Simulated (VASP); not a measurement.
# Se (P6_3/mmc) in VASP: notebook

Runs on Se. Level: PBEsol. Tasks: relaxation of cell and atoms.

All numbers are computed with VASP 6.6.1; they aren't measurements. Logs are shortened: lines on timing, memory, paths and dates and some standing lists are left out, and cuts for length are marked.

## Step 1: The cell of the first run

It takes space group P6_3/mmc (No. 194, hexagonal). The conventional cell has a = 2.684 Å, b = 2.684 Å, c = 4.348 Å, α = 90.00°, β = 90.00°, γ = 120.00°. Se (site symmetry -6m2) has 12 Se at 2.67 to 2.68 Å within 3.5 Å.

This isn't the form of Se at room conditions, which is trigonal, of chains.

## Step 2: Relaxation of cell and atoms, PBEsol, target pressure 65 GPa, at which the enthalpy is minimised

File INCAR:

```
PREC = Accurate ; ENCUT = 600
EDIFF = 1E-7 ; ISMEAR = -1
SIGMA = 0.05 ; LREAL = F
LASPH = T ; NELM = 100
ALGO = Normal ; ISIF = 3
LWAVE = F ; LCHARG = F
GGA = PS ; IBRION = 2
NSW = 60 ; EDIFFG = -0.005
PSTRESS = 650.0
```

File KPOINTS:

```
Automatic mesh
0
Gamma
  16 16 9
```

File POSCAR:

```
Se
1.0
    2.6840896677      0.0000000000      0.0000000000
   -1.3420448339      2.3244898383      0.0000000000
    0.0000000000      0.0000000000      4.3482252617
Se
2
Direct
    0.3333333333      0.6666666667      0.2500000000
    0.6666666667      0.3333333333      0.7500000000
```

Potentials or basis: VASP PAW PBE potentials, release 64 (Se).

Run with:

```
$ cat potpaw_PBE.64/Se/POTCAR > POTCAR
$ mpirun -np 1 vasp_std > vasp.out
```

OUTCAR:

```text
PREC = Accurate
   ENCUT = 600
   EDIFF = 1E-7
   ISMEAR = -1
   LREAL = F
   LASPH = T
   NELM = 100
   ISIF = 3
   GGA = PS
   IBRION = 2
   NSW = 60
   EDIFFG = -0.005
   PSTRESS = 650.0

 ion  position               nearest neighbor table
   1  0.333  0.667  0.250-   2 2.67   2 2.67   2 2.67   2 2.67   2 2.67   2 2.67
   2  0.667  0.333  0.750-   1 2.67   1 2.67   1 2.67   1 2.67   1 2.67   1 2.67

  LATTYP: Found a hexagonal cell.
 ALAT       =     2.6840896677
 C/A-ratio  =     1.6200000000

  Lattice vectors:

 A1 = (   2.6840896677,   0.0000000000,   0.0000000000)
 A2 = (  -1.3420448339,   2.3244898383,   0.0000000000)
 A3 = (   0.0000000000,   0.0000000000,   4.3482252617)

Analysis of symmetry for initial positions (statically):
=====================================================================
 Subroutine PRICEL returns:
 Original cell was already a primitive cell.

 Routine SETGRP: Setting up the symmetry group for a
 hexagonal supercell.

 Subroutine GETGRP returns: Found 24 space group operations
 (whereof 12 operations were pure point group operations)
 out of a pool of 24 trial point group operations.

The static configuration has the point symmetry D_3d.
 The point group associated with its full space group is D_6h.

Analysis of symmetry for dynamics (positions and initial velocities):
=====================================================================
 Subroutine PRICEL returns:
 Original cell was already a primitive cell.

 Routine SETGRP: Setting up the symmetry group for a
 hexagonal supercell.

 Subroutine GETGRP returns: Found 24 space group operations
 (whereof 12 operations were pure point group operations)
 out of a pool of 24 trial point group operations.

The dynamic configuration has the point symmetry D_3d.
 The point group associated with its full space group is D_6h.

 Subroutine INISYM returns: Found 24 space group operations
 (whereof 12 operations are pure point group operations),
 and found     1 'primitive' translations

----------------------------------------------------------------------------------------

                                     Primitive cell

  volume of cell :      27.1292

  direct lattice vectors                    reciprocal lattice vectors
     2.684089668  0.000000000  0.000000000     0.372565795  0.215100962  0.000000000
    -1.342044834  2.324489838  0.000000000     0.000000000  0.430201924  0.000000000
     0.000000000  0.000000000  4.348225262     0.000000000  0.000000000  0.229978886

  length of vectors
     2.684089668  2.684089668  4.348225262     0.430201924  0.430201924  0.229978886

  position of ions in fractional coordinates (direct lattice)
     0.333333333  0.666666667  0.250000000
     0.666666667  0.333333333  0.750000000

  ion indices of the primitive-cell ions
   primitive index   ion index
                 1           1
                 2           2

----------------------------------------------------------------------------------------

 KPOINTS: Automatic mesh

Automatic generation of k-mesh.
 Grid dimensions read from file:
 generate k-points for:   16   16    9

 Generating k-lattice:

  Cartesian coordinates                     Fractional coordinates (reciprocal lattice)
     0.023285362  0.013443810  0.000000000     0.062500000 -0.000000000  0.000000000
     0.000000000  0.026887620  0.000000000     0.000000000  0.062500000  0.000000000
     0.000000000  0.000000000  0.025553210     0.000000000  0.000000000  0.111111111

  Length of vectors
     0.026887620  0.026887620  0.025553210

  Shift w.r.t. Gamma in fractional coordinates (k-lattice)
     0.000000000  0.000000000  0.000000000

 Subroutine IBZKPT returns following result:
 ===========================================

 Found    150 irreducible k-points:

 Following reciprocal coordinates:
            Coordinates               Weight
  0.000000  0.000000  0.000000      1.000000
  0.062500 -0.000000  0.000000      6.000000
  0.125000 -0.000000  0.000000      6.000000
  0.187500 -0.000000  0.000000      6.000000
  0.250000 -0.000000  0.000000      6.000000
  0.312500 -0.000000  0.000000      6.000000
[... 16 lines left out ...]
  0.187500  0.187500  0.000000      6.000000
  0.250000  0.187500  0.000000     12.000000
 [... further k-points ...]
   k-points           NKPTS =    150   k-points in BZ     NKDIM =    150   number of bands    NBANDS=     10
   number of dos      NEDOS =    301   number of ions     NIONS =      2
   total plane-waves  NPLWV =  20736
   dimension x,y,z NGX =    24 NGY =   24 NGZ =   36
   dimension x,y,z NGXF=    48 NGYF=   48 NGZF=   72
   ions per type =               2
   NGX,Y,Z   is equivalent  to a cutoff of  14.87, 14.87, 13.76 a.u.
   NGXF,Y,Z  is equivalent  to a cutoff of  29.73, 29.73, 27.53 a.u.
 SYSTEM =  unknown system
   PREC   = accura    normal or accurate (medium, high low for compatibility)
   ISTART =      0    job   : 0-new  1-cont  2-samecut
   ICHARG =      2    charge: 1-file 2-atom 10-const
   ISPIN  =      1    spin polarized calculation?
   LNONCOLLINEAR =      F non collinear calculations
   LSORBIT =      F    spin-orbit coupling
   LASPH  =      T    aspherical Exc in radial PAW
   ENCUT  =  600.0 eV  44.10 Ry    6.64 a.u.   5.36  5.36  8.68*2*pi/ulx,y,z
   NELM   =    100;   NELMIN=  2; NELMDL= -5     # of ELM steps
   EDIFF  = 0.1E-06   stopping-criterion for ELM
   LREAL  =      F    real-space projection
   EDIFFG = -.5E-02   stopping-criterion for IOM
   NSW    =     60    number of steps for IOM
   IBRION =      2    ionic relax: 0-MD 1-quasi-New 2-CG
   NFREE  =      1    steps in history (QN), initial steepest desc. (CG)
   ISIF   =      3    stress and relaxation
   ISYM   =      2    0-nonsym 1-usesym 2-fastsym
   POTIM  = 0.5000    time-step for ionic-motion
   TEBEG  =    0.0;   TEEND  =   0.0 temperature during run
   PSTRESS=  650.0 pullay stress
   NELECT =      12.0000    total number of electrons
   NUPDOWN=      -1.0000    fix difference up-down
   EMIN   =  10.00;   EMAX   =-10.00  energy-range for DOS
   EFERMI =   0.00;   METHOD = LEGACY
   ISMEAR =    -1;   SIGMA  =   0.05  broadening in eV -4-tet -1-fermi 0-gaus
   EFERMI_NEDOS =   21; number of points for ismear=-14 and -15
   IALGO  =     38    algorithm
   IMIX   =      4    mixing-type and parameters
     AMIX     =   0.40;   BMIX     =  1.00
     AMIX_MAG =   1.60;   BMIX_MAG =  1.00
  volume/ion in A,a.u.               =      13.56        91.54
  Fermi-wavevector in a.u.,A,eV,Ry     =   1.247354  2.357157 21.169191  1.555892
  Thomas-Fermi vector in A             =   2.381490
   LORBIT       =      0    0 simple, 1 ext, 2 COOP (PROOUT), +10 PAW based schemes
   GGA     = PS    functional components
   LHFCALC =     F    Hartree Fock is set to
   AEXX    =    0.0000 exact exchange contribution
   IVDW    =     0    specifies the selected vdW correction
   LEPSILON=     F    determine dielectric tensor
   LRPA    =     F    only Hartree local field effects (RPA)
 conjugate gradient relaxation of ions
 non-spin polarized calculation
  energy-cutoff  :      600.00
  volume of cell :       27.13
 maximum number of plane-waves:       924
 NGX is ok and might be reduce to    24
   NGX = 11   NGY = 11   NGZ = 17

--------------------------------------- Ionic step        1  -------------------------------------------

 number of electron      12.0000000 magnetization

 Free energy of the ion-electron system (eV)
  ---------------------------------------------------
  ext. energy  EPLUGINS =         0.00000000
  ---------------------------------------------------
  free energy    TOTEN  =        -4.85563192 eV

  energy without entropy =       -4.84840461  energy(sigma->0) =       -4.85201827

------------------------ aborting loop because EDIFF is reached ----------------------------------------

  FORCE on cell =-STRESS in cart. coord.  units (eV):
  Direction    XX          YY          ZZ          XY          YZ          ZX
  --------------------------------------------------------------------------------------
  -------------------------------------------------------------------------------------
  Total       11.6930254     11.6930254      9.5582738     -0.0000000      0.0000000      0.0000000
  in kB      690.5589671    690.5589671    564.4862156     -0.0000000      0.0000000      0.0000000
  external PRESSURE =      -1.4652834 kB  Pullay stress =     650.0000000 kB
[... 97 lines left out ...]
  energy  without entropy=       -4.6721266637  energy(sigma->0) =       -4.67499928

  enthalpy is  TOTEN    =         6.0871291986 eV   P V=       10.7650010984

[... ionic steps 4 to 11 ...]

--------------------------------------- Ionic step       12  -------------------------------------------

 number of electron      12.0000000 magnetization

------------------------ aborting loop because EDIFF is reached ----------------------------------------
[... 71 lines left out ...]
--------------------------------------- Ionic step       14  -------------------------------------------

 number of electron      12.0000000 magnetization

 Free energy of the ion-electron system (eV)
  ---------------------------------------------------
  ext. energy  EPLUGINS =         0.00000000
  ---------------------------------------------------
  free energy    TOTEN  =        -5.13561022 eV

  energy without entropy =       -5.12812817  energy(sigma->0) =       -5.13186919

 E-fermi :  11.0961     XC(G=0): -12.5320

 val. band max:       11.0890002520   @ k =   0.1250   0.1250   0.2222
 cond. band min:      11.0986524172   @ k =   0.3750   0.0625   0.1111
 fundamental gap:      0.0096521652
 Fermi energy:        11.0960598523

 k-point     1 :       0.0000    0.0000    0.0000
  band No.  band energies     occupation
      1      -9.6276      2.00000
      2      -0.8981      2.00000
      3       1.0748      2.00000
      4      11.3628      0.00959
      5      11.3628      0.00959
      6      14.6132      0.00000
      7      14.6132      0.00000
      8      17.3663      0.00000
      9      18.5836      0.00000
     10      21.6313      0.00000
[... 287 lines left out ...]
 k-point    24 :       0.2500    0.1875    0.0000
  band No.  band energies     occupation
      1      -6.4152      2.00000
      2      -0.6444      2.00000
      3       4.1405      2.00000
      4       4.2815      2.00000
      5       5.0431      2.00000
      6      10.3655      2.00000
      7      10.9615      1.87305
      8      12.3230      0.00000
      9      17.1323      0.00000
     10      18.8850      0.00000

 [... further k-points ...]

------------------------ aborting loop because EDIFF is reached ----------------------------------------

  FORCE on cell =-STRESS in cart. coord.  units (eV):
  Direction    XX          YY          ZZ          XY          YZ          ZX
  --------------------------------------------------------------------------------------
  -------------------------------------------------------------------------------------
  Total       11.1566855     11.1566855     11.1487648     -0.0000000      0.0000000      0.0000000
  in kB      649.9471810    649.9471811    649.4857512     -0.0000001      0.0000000      0.0000000
  external PRESSURE =      -0.2066289 kB  Pullay stress =     650.0000000 kB
[... 21 lines left out ...]
  energy  without entropy=       -5.1281281697  energy(sigma->0) =       -5.13186919

  enthalpy is  TOTEN    =         6.0219819573 eV   P V=       11.1575921757

 reached required accuracy - stopping structural energy minimisation
```

It took 5.2 min on 1 thread of Intel Xeon 8259CL, shared host; peak memory 0.2 GiB.

Results:

| Item | Value |
| --- | --- |
| Free energy | -5.1356 eV |
| Relaxed volume | 13.75 Å³/atom |
| Relaxed cell | a = 2.857 Å, b = 2.857 Å, c = 3.891 Å, α = 90.00°, β = 90.00°, γ = 120.00° |
| Space group after relaxing (to 0.1 Å) | P6_3/mmc (No. 194) |
| Energy change on relaxing (the run minimises the enthalpy) | -140.0 meV/atom |
| Ionic steps | 14 |
| Pressure after relaxing | 65.0 GPa |
| Band gap on the k mesh | zero (bands 6 and 7 overlap by 6.59 eV) |

The path:
```tsv
step	energy change (eV)	largest force (eV/Å)	pressure (GPa)	volume (Å³)
1	0.0000	0.0000	64.85	27.13
2	-0.0347	0.0000	66.12	27.06
3	0.1778	0.0000	79.89	26.53
4	0.0032	0.0000	71.20	26.84
5	-0.4782	0.0000	58.96	28.02
6	-0.2679	0.0000	64.23	27.48
7	-0.2848	0.0000	64.28	27.52
8	-0.3044	0.0000	64.34	27.56
9	-0.3020	0.0000	64.34	27.56
10	-0.2382	0.0000	66.17	27.40
11	-0.2787	0.0000	65.00	27.50
12	-0.2792	0.0000	64.99	27.50
13	-0.2797	0.0000	64.98	27.50
14	-0.2800	0.0000	64.98	27.50
```

Final structure:
```cif
data_structure
_symmetry_space_group_name_H-M 'P 1'
_symmetry_Int_Tables_number 1
_cell_length_a 2.8568
_cell_length_b 2.8568
_cell_length_c 3.8912
_cell_angle_alpha 90.000
_cell_angle_beta 90.000
_cell_angle_gamma 120.000
_cell_volume 27.50
loop_
_atom_site_label
_atom_site_type_symbol
_atom_site_fract_x
_atom_site_fract_y
_atom_site_fract_z
_atom_site_occupancy
Se1 Se 0.33333 0.66667 0.25000 1
Se2 Se 0.66667 0.33333 0.75000 1
```

Caveat: the cell is relaxed towards a set pressure, so the run minimises the enthalpy, not the energy; the PAW data sets were made with another functional, which shifts forces and pressure a little.

## Step 3: Relaxation of cell and atoms, PBEsol, target pressure 65 GPa, at which the enthalpy is minimised

This run uses another cell than the first one, of 13.71 Å³/atom.

File INCAR:

```
SYSTEM = Se
PREC = Accurate
ENCUT = 600
EDIFF = 1E-7
ISMEAR = -1
SIGMA = 0.05
LREAL = .FALSE.
LASPH = .TRUE.
NELM = 80
ALGO = Normal
ISIF = 3
LWAVE = .FALSE.
LCHARG = .FALSE.
GGA = PS
IBRION = 2
NSW = 32
EDIFFG = -0.005
PSTRESS = 650.0
```

File KPOINTS:

```
regular mesh
0
G
  16 16 9
  0 0 0
```

File POSCAR:

```
Se
1.0
    2.8553533748      0.0000000000      0.0000000000
   -1.4276766874      2.4728085594      0.0000000000
    0.0000000000      0.0000000000      3.8848346217
Se
2
Direct
    0.3333333333      0.6666666667      0.2500000000
    0.6666666667      0.3333333333      0.7500000000
```

Potentials or basis: VASP PAW PBE potentials, release 64 (Se).

Run with:

```
$ cat potpaw_PBE.64/Se/POTCAR > POTCAR
$ mpirun -np 1 vasp_std > vasp.out
```

OUTCAR:

```text
SYSTEM = Se
   PREC = Accurate
   ENCUT = 600
   EDIFF = 1E-7
   ISMEAR = -1
   LREAL = .FALSE.
   LASPH = .TRUE.
   NELM = 80
   ISIF = 3
   GGA = PS
   IBRION = 2
   NSW = 32
   EDIFFG = -0.005
   PSTRESS = 650.0

 ion  position               nearest neighbor table
   1  0.333  0.667  0.250-   2 2.55   2 2.55   2 2.55   2 2.55   2 2.55   2 2.55
   2  0.667  0.333  0.750-   1 2.55   1 2.55   1 2.55   1 2.55   1 2.55   1 2.55

  LATTYP: Found a hexagonal cell.
 ALAT       =     2.8553533748
 C/A-ratio  =     1.3605442521

  Lattice vectors:

 A1 = (   2.8553533748,   0.0000000000,   0.0000000000)
 A2 = (  -1.4276766874,   2.4728085594,   0.0000000000)
 A3 = (   0.0000000000,   0.0000000000,   3.8848346217)

Analysis of symmetry for initial positions (statically):
=====================================================================
[... 304 lines left out ...]
 Fermi energy:        11.0926957268

 k-point     1 :       0.0000    0.0000    0.0000
  band No.  band energies     occupation
      1      -9.6288      2.00000
      2      -0.8894      2.00000
      3       1.0780      2.00000
      4      11.3500      0.01158
      5      11.3500      0.01158
      6      14.6041      0.00000
      7      14.6041      0.00000
      8      17.3508      0.00000
      9      18.5815      0.00000
     10      21.6210      0.00000
[... 287 lines left out ...]
 k-point    24 :       0.2500    0.1875    0.0000
  band No.  band energies     occupation
      1      -6.4187      2.00000
      2      -0.6484      2.00000
      3       4.1380      2.00000
      4       4.2825      2.00000
      5       5.0443      2.00000
      6      10.3679      2.00000
      7      10.9585      1.87204
      8      12.3257      0.00000
      9      17.1323      0.00000
     10      18.8731      0.00000

 [... further k-points ...]

------------------------ aborting loop because EDIFF is reached ----------------------------------------

  FORCE on cell =-STRESS in cart. coord.  units (eV):
  Direction    XX          YY          ZZ          XY          YZ          ZX
  --------------------------------------------------------------------------------------
  -------------------------------------------------------------------------------------
  Total       11.1506070     11.1506070     11.1669515      0.0000000      0.0000000      0.0000000
  in kB      649.5088366    649.5088366    650.4608821      0.0000000      0.0000000      0.0000000
  external PRESSURE =      -0.1738149 kB  Pullay stress =     650.0000000 kB
[... 21 lines left out ...]
  energy  without entropy=       -5.1296207691  energy(sigma->0) =       -5.13335637

  enthalpy is  TOTEN    =         6.0219472087 eV   P V=       11.1590391865

 reached required accuracy - stopping structural energy minimisation
```

OSZICAR:

```text
N       E                     dE             d eps       ncg     rms          rms(c)
DAV:   1     0.558472372564E+02    0.55847E+02   -0.64092E+03  3000   0.122E+03
DAV:   2    -0.279446117294E+01   -0.58642E+02   -0.56347E+02  4294   0.174E+02
DAV:   3    -0.510784961834E+01   -0.23134E+01   -0.22804E+01  3616   0.386E+01
[... 24 lines left out ...]
DAV:   6    -0.513648719669E+01    0.10159E-06   -0.18571E-08  1598   0.158E-03    0.122E-04
DAV:   7    -0.513648719725E+01   -0.55513E-09   -0.85033E-10  1540   0.308E-04
   3 F= 0.60219471E+01 E0= 0.60256832E+01  d E =-.218184E-03
       N       E                     dE             d eps       ncg     rms          rms(c)
DAV:   1    -0.513709205252E+01   -0.60486E-03   -0.19323E-06  3090   0.997E-03    0.174E-03
DAV:   2    -0.513709197777E+01    0.74751E-07   -0.37833E-08  1534   0.180E-03
   4 F= 0.60219472E+01 E0= 0.60256828E+01  d E =-.218116E-03
```

CONTCAR:

```text
Se
   1.00000000000000
     2.8575785420180697    0.0000000000000000    0.0000000000000000
    -1.4287892710090349    2.4747356107441121   -0.0000000000000000
     0.0000000000000000    0.0000000000000000    3.8895292753032362
  Se
     2
Direct
     0.3333333332999970    0.6666666667000030    0.2500000000000000
     0.6666666667000030    0.3333333332999970    0.7500000000000000

  0.00000000E+00  0.00000000E+00  0.00000000E+00
  0.00000000E+00  0.00000000E+00  0.00000000E+00
```

It took 90 s on 1 thread of Intel Xeon 8259CL, shared host; peak memory 0.19 GiB.

What came out:

```
Free energy                                                : -5.1371 eV
Relaxed volume                                             : 13.75 Å³/atom
Relaxed cell                                               : a = 2.858 Å, b = 2.858 Å, c = 3.890 Å, α = 90.00°, β = 90.00°, γ = 120.00°
Space group after relaxing (to 0.1 Å)                      : P6_3/mmc (No. 194)
Energy change on relaxing (the run minimises the enthalpy) : -15.5 meV/atom
Ionic steps                                                : 4
Pressure after relaxing                                    : 65.0 GPa
Band gap on the k mesh                                     : zero (bands 6 and 7 overlap by 6.59 eV)
```

Stress tensor (GPa, compression positive):
```
64.95  0.00  0.00
 0.00 64.95  0.00
 0.00  0.00 65.05
```

The path:
| step | energy change (eV) | largest force (eV/Å) | pressure (GPa) | volume (Å³) |
| --- | --- | --- | --- | --- |
| 1 | 0.0000 | 0.0000 | 65.91 | 27.43 |
| 2 | -0.1235 | 0.0000 | 62.18 | 27.74 |
| 3 | -0.0304 | 0.0000 | 64.99 | 27.50 |
| 4 | -0.0310 | 0.0000 | 64.98 | 27.51 |

Final structure:
```cif
data_structure
_symmetry_space_group_name_H-M 'P 1'
_symmetry_Int_Tables_number 1
_cell_length_a 2.8576
_cell_length_b 2.8576
_cell_length_c 3.8895
_cell_angle_alpha 90.000
_cell_angle_beta 90.000
_cell_angle_gamma 120.000
_cell_volume 27.51
loop_
_atom_site_label
_atom_site_type_symbol
_atom_site_fract_x
_atom_site_fract_y
_atom_site_fract_z
_atom_site_occupancy
Se1 Se 0.33333 0.66667 0.25000 1
Se2 Se 0.66667 0.33333 0.75000 1
```

Caveat: the cell is relaxed towards a set pressure, so the run minimises the enthalpy, not the energy; the PAW data sets were made with another functional, which shifts forces and pressure a little.
